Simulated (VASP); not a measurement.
# Si2W (C2/m) in VASP: electric field gradients with LDA

Aim: the electric field gradients of Si2W with LDA.

Program: VASP 6.6.1. These are calculated values, not measurements. Logs are shortened: lines on timing, memory, paths and dates and some standing lists are left out, and cuts for length are marked.

### Step 1. The cell of the first run

It takes space group C2/m (No. 12, monoclinic). The conventional cell has a = 4.475 Å, b = 4.611 Å, c = 4.448 Å, α = 90.00°, β = 117.72°, γ = 90.00°. Within 3.4 Å of Si (site symmetry m) lie 9 Si at 2.54 to 3.21 Å and 5 W at 2.55 to 2.65 Å. W (site symmetry 2/m) has 10 Si at 2.55 to 2.65 Å and 4 W at 3.21 Å within 3.4 Å.

### Step 2. Electric field gradients, LDA (equal xy, yz and zx shear strains of -3 %)

Contents of INCAR:

```
SYSTEM = Si2W
ALGO = Normal ; EDIFF = 1E-8
ENCUT = 520 ; ISIF = 2
ISMEAR = -1 ; LASPH = .True.
LCHARG = .False. ; LEFG = .True.
LREAL = .False. ; LWAVE = .False.
NBANDS = 18 ; NELM = 100
PREC = Accurate ; SIGMA = 0.05
```

Contents of KPOINTS:

```
k-points
0
Gamma
  11 11 14
  0 0 0
```

Contents of POSCAR:

```
Si2W
1.0
   -1.6891900000      1.5709900000      3.9400000000
    1.5709900000     -1.6891900000      3.9400000000
    1.6410100000      1.6410100000     -3.9881800000
Si W
2 1
Direct
    0.3330000000      0.3330000000      0.0000000000
    0.6670000000      0.6670000000      0.0000000000
    0.0000000000      0.0000000000      0.0000000000
```

Potentials or basis: VASP PAW LDA potentials, release 64 (Si, W_sv).

Command:

```
$ cat potpaw_LDA.64/Si/POTCAR potpaw_LDA.64/W_sv/POTCAR > POTCAR
$ mpirun -np 1 vasp_std > vasp.out
```

OUTCAR:

```text
SYSTEM = Si2W
   EDIFF = 1E-8
   ENCUT = 520
   ISIF = 2
   ISMEAR = -1
   LASPH = .True.
   LREAL = .False.
   NELM = 100
   PREC = Accurate

 ion  position               nearest neighbor table
   1  0.333  0.333  0.000-   2 2.54   3 2.55   3 2.62   2 2.63   2 2.64   3 2.64   2 2.65   2 2.65
                             3 2.65   3 2.65
   2  0.667  0.667  0.000-   1 2.54   3 2.55   3 2.62   1 2.63   1 2.64   3 2.64   1 2.65   1 2.65
                             3 2.65   3 2.65
   3  0.000  0.000  0.000-   2 2.55   1 2.55   2 2.62   1 2.62   2 2.64   1 2.64   2 2.65   1 2.65
                             1 2.65   2 2.65

  Warning from LATTYP: Got some problem with cell dimensions!
  Tried to take original basis but could not verify dimensions!
  LATTYP: Found a base centered monoclinic cell.
 ALAT       =     4.4753546490
 B/A-ratio  =     1.0302179678
 C/A-ratio  =     0.9938741376
 COS(beta)  =    -0.4652229770

  Lattice vectors:

 A1 = (  -3.2120000000,   0.0481800000,   0.0481800000)
 A2 = (   0.0481800000,  -3.2120000000,   0.0481800000)
 A3 = (   1.5228100000,   1.5228100000,   3.8918200000)

Analysis of symmetry for initial positions (statically):
=====================================================================
 Subroutine PRICEL returns:
 Original cell was already a primitive cell.

 Routine SETGRP: Setting up the symmetry group for a
 base centered monoclinic supercell.

 Subroutine GETGRP returns: Found  4 space group operations
 (whereof  4 operations were pure point group operations)
 out of a pool of  4 trial point group operations.

The static configuration has the point symmetry C_2h.

Analysis of symmetry for dynamics (positions and initial velocities):
=====================================================================
 Subroutine PRICEL returns:
 Original cell was already a primitive cell.

 Routine SETGRP: Setting up the symmetry group for a
 base centered monoclinic supercell.

 Subroutine GETGRP returns: Found  4 space group operations
 (whereof  4 operations were pure point group operations)
 out of a pool of  4 trial point group operations.

The dynamic configuration has the point symmetry C_2h.

 Subroutine INISYM returns: Found  4 space group operations
 (whereof  4 operations are pure point group operations),
 and found     1 'primitive' translations

----------------------------------------------------------------------------------------

                                     Primitive cell

  volume of cell :      40.6210

  direct lattice vectors                    reciprocal lattice vectors
    -1.689190000  1.570990000  3.940000000     0.006676696  0.313408226  0.131704827
     1.570990000 -1.689190000  3.940000000     0.313408226  0.006676696  0.131704827
     1.641010000  1.641010000 -3.988180000     0.316218072  0.316218072  0.009486542

  length of vectors
     4.565629468  4.565629468  4.614261301     0.340022728  0.340022728  0.447300495

  position of ions in fractional coordinates (direct lattice)
     0.333000000  0.333000000  0.000000000
     0.667000000  0.667000000  0.000000000
     0.000000000  0.000000000  0.000000000

  ion indices of the primitive-cell ions
   primitive index   ion index
                 1           1
                 2           2
                 3           3

----------------------------------------------------------------------------------------

 KPOINTS: k-points

Automatic generation of k-mesh.
 Grid dimensions read from file:
 generate k-points for:   11   11   14

 Generating k-lattice:

[... 41 lines left out ...]
 -0.181818  0.181818  0.000000      2.000000
 [... further k-points ...]
   k-points           NKPTS =    468   k-points in BZ     NKDIM =    468   number of bands    NBANDS=     18
   number of dos      NEDOS =    301   number of ions     NIONS =      3
   total plane-waves  NPLWV =  46656
   dimension x,y,z NGX =    36 NGY =   36 NGZ =   36
   dimension x,y,z NGXF=    72 NGYF=   72 NGZF=   72
   ions per type =               2   1
   NGX,Y,Z   is equivalent  to a cutoff of  13.11, 13.11, 12.97 a.u.
   NGXF,Y,Z  is equivalent  to a cutoff of  26.22, 26.22, 25.94 a.u.
 SYSTEM =  Si2W
   PREC   = accura    normal or accurate (medium, high low for compatibility)
   ISTART =      0    job   : 0-new  1-cont  2-samecut
   ICHARG =      2    charge: 1-file 2-atom 10-const
   ISPIN  =      1    spin polarized calculation?
   LNONCOLLINEAR =      F non collinear calculations
   LSORBIT =      F    spin-orbit coupling
   LASPH  =      T    aspherical Exc in radial PAW
   ENCUT  =  520.0 eV  38.22 Ry    6.18 a.u.   8.49  8.49  8.58*2*pi/ulx,y,z
   NELM   =    100;   NELMIN=  2; NELMDL= -5     # of ELM steps
   EDIFF  = 0.1E-07   stopping-criterion for ELM
   LREAL  =      F    real-space projection
   EDIFFG = 0.1E-06   stopping-criterion for IOM
   NSW    =      0    number of steps for IOM
   IBRION =     -1    ionic relax: 0-MD 1-quasi-New 2-CG
   NFREE  =      0    steps in history (QN), initial steepest desc. (CG)
   ISIF   =      2    stress and relaxation
   ISYM   =      2    0-nonsym 1-usesym 2-fastsym
   POTIM  = 0.5000    time-step for ionic-motion
   TEBEG  =    0.0;   TEEND  =   0.0 temperature during run
   PSTRESS=    0.0 pullay stress
   NELECT =      22.0000    total number of electrons
   NUPDOWN=      -1.0000    fix difference up-down
   EMIN   =  10.00;   EMAX   =-10.00  energy-range for DOS
   EFERMI =   0.00;   METHOD = LEGACY
   ISMEAR =    -1;   SIGMA  =   0.05  broadening in eV -4-tet -1-fermi 0-gaus
   EFERMI_NEDOS =   21; number of points for ismear=-14 and -15
   IALGO  =     38    algorithm
   IMIX   =      4    mixing-type and parameters
     AMIX     =   0.40;   BMIX     =  1.00
     AMIX_MAG =   1.60;   BMIX_MAG =  1.00
  volume/ion in A,a.u.               =      13.54        91.37
  Fermi-wavevector in a.u.,A,eV,Ry     =   1.334439  2.521724 24.228263  1.780727
  Thomas-Fermi vector in A             =   2.463220
   LORBIT       =      0    0 simple, 1 ext, 2 COOP (PROOUT), +10 PAW based schemes
   GGA     = CA    functional components
   LHFCALC =     F    Hartree Fock is set to
   AEXX    =    0.0000 exact exchange contribution
   IVDW    =     0    specifies the selected vdW correction
   LEPSILON=     F    determine dielectric tensor
   LRPA    =     F    only Hartree local field effects (RPA)
 non-spin polarized calculation
  energy-cutoff  :      520.00
  volume of cell :       40.62
 maximum number of plane-waves:      1116
 NGX is ok and might be reduce to    36
   NGX = 17   NGY = 17   NGZ = 17

 number of electron      22.0000000 magnetization

 Free energy of the ion-electron system (eV)
  ---------------------------------------------------
  ext. energy  EPLUGINS =         0.00000000
  ---------------------------------------------------
  free energy    TOTEN  =       -27.25833420 eV

  energy without entropy =      -27.25511670  energy(sigma->0) =      -27.25672545

 E-fermi :  11.8201     XC(G=0): -12.6256

 val. band max:       11.8178019665   @ k =  -0.3636  -0.4545   0.4286
 cond. band min:      11.8422856507   @ k =   0.3636   0.0909   0.3571
 fundamental gap:      0.0244836843
 Fermi energy:        11.8201256741

 k-point     1 :       0.0000    0.0000    0.0000
  band No.  band energies     occupation
      1     -61.5966      2.00000
      2     -26.1310      2.00000
      3     -26.0813      2.00000
      4     -26.0790      2.00000
      5      -2.1521      2.00000
      6       5.0689      2.00000
[... 481 lines left out ...]
      5      -1.1591      2.00000
      6       5.8491      2.00000
[... 10 lines left out ...]
     17      18.6387      0.00000
     18      18.8334      0.00000

 [... further k-points ...]

------------------------ aborting loop because EDIFF is reached ----------------------------------------

  FORCE on cell =-STRESS in cart. coord.  units (eV):
  Direction    XX          YY          ZZ          XY          YZ          ZX
  --------------------------------------------------------------------------------------
  -------------------------------------------------------------------------------------
  Total       -1.1982340     -1.1982340     -1.9925547      1.6054142      1.6108926      1.6108925
  in kB      -47.2608049    -47.2608049    -78.5904405     63.3208275     63.5369053     63.5369014
  external PRESSURE =     -57.7040168 kB  Pullay stress =       0.0000000 kB

 VOLUME and BASIS-vectors are now :
 -----------------------------------------------------------------------------
  energy-cutoff  :      520.00
  volume of cell :       40.62
      direct lattice vectors                 reciprocal lattice vectors
    -1.689190000  1.570990000  3.940000000     0.006676696  0.313408226  0.131704827
     1.570990000 -1.689190000  3.940000000     0.313408226  0.006676696  0.131704827
     1.641010000  1.641010000 -3.988180000     0.316218072  0.316218072  0.009486542

 POSITION                                       TOTAL-FORCE (eV/Angst)
 -----------------------------------------------------------------------------------
     -0.03936     -0.03936      2.62404        -0.050701     -0.050701      0.280929
     -0.07884     -0.07884      5.25596         0.050701      0.050701     -0.280929
      0.00000      0.00000      0.00000        -0.000000     -0.000000     -0.000000
 -----------------------------------------------------------------------------------
    total drift:                                0.000000      0.000000     -0.000000

  FREE ENERGIE OF THE ION-ELECTRON SYSTEM (eV)
  ---------------------------------------------------
  free  energy   TOTEN  =       -27.2583341951 eV

  energy  without entropy=      -27.2551167034  energy(sigma->0) =      -27.25672545

 Electric field gradients (V/A^2)
---------------------------------------------------------------------
 ion       V_xx      V_yy      V_zz      V_xy      V_xz      V_yz
---------------------------------------------------------------------
   1       4.720     4.720    -9.441    -7.312    -5.794    -5.794
   2       4.720     4.720    -9.441    -7.312    -5.794    -5.794
   3      64.005    64.005  -128.010   -48.735   -43.311   -43.311
---------------------------------------------------------------------

 Electric field gradients after diagonalization (V/A^2)
 (convention: |V_zz| > |V_xx| > |V_yy|)
----------------------------------------------------------------------
 ion       V_xx      V_yy      V_zz     asymmetry (V_yy - V_xx)/ V_zz
----------------------------------------------------------------------
   1      12.033     2.864   -14.897       0.615
   2      12.033     2.864   -14.897       0.615
   3     112.740    37.885  -150.625       0.497
----------------------------------------------------------------------

           NMR quadrupolar parameters

 Cq : quadrupolar parameter    Cq=e*Q*V_zz/h
 eta: asymmetry parameters     (V_yy - V_xx)/ V_zz
 Q  : nuclear electric quadrupole moment in mb (millibarn)
----------------------------------------------------------------------
 ion       Cq(MHz)       eta       Q (mb)
----------------------------------------------------------------------
   1      -0.036       0.615       1.000
   2      -0.036       0.615       1.000
   3      -0.364       0.497       1.000
----------------------------------------------------------------------
```

It took 5.5 min on 1 thread of AMD EPYC 9R45 (Zen 5), shared host; peak memory 0.4 GiB.

Results:

```
Free energy                             : -27.2583 eV
Pressure                                : -5.8 GPa
Largest force                           : 0.290 eV/Å
Band gap on the k mesh                  : zero (bands 11 and 12 overlap by 1.16 eV)
Largest electric field gradient by atom : Si -14.9; W -150.6 V/Å²
```

Forces in eV/Å, atoms in the order of the input:
```
Si  -0.051 -0.051  0.281
Si   0.051  0.051 -0.281
W    0.000  0.000  0.000
```

Electric field gradients, principal values (V/Å²):
```tsv
atom	least	middle	greatest (by size)
1 Si	2.864	12.033	-14.897
2 Si	2.864	12.033	-14.897
3 W	37.885	112.740	-150.625
```

Caveat: the cell differs from its parent crystal (equal xy, yz and zx shear strains of -3 %); the cell stands under tension; without QUAD_EFG the Cq values of the log hold for a quadrupole moment of 1 mb, not for the nuclei; spin-orbit coupling is left out, which moves the levels of the heavy elements.
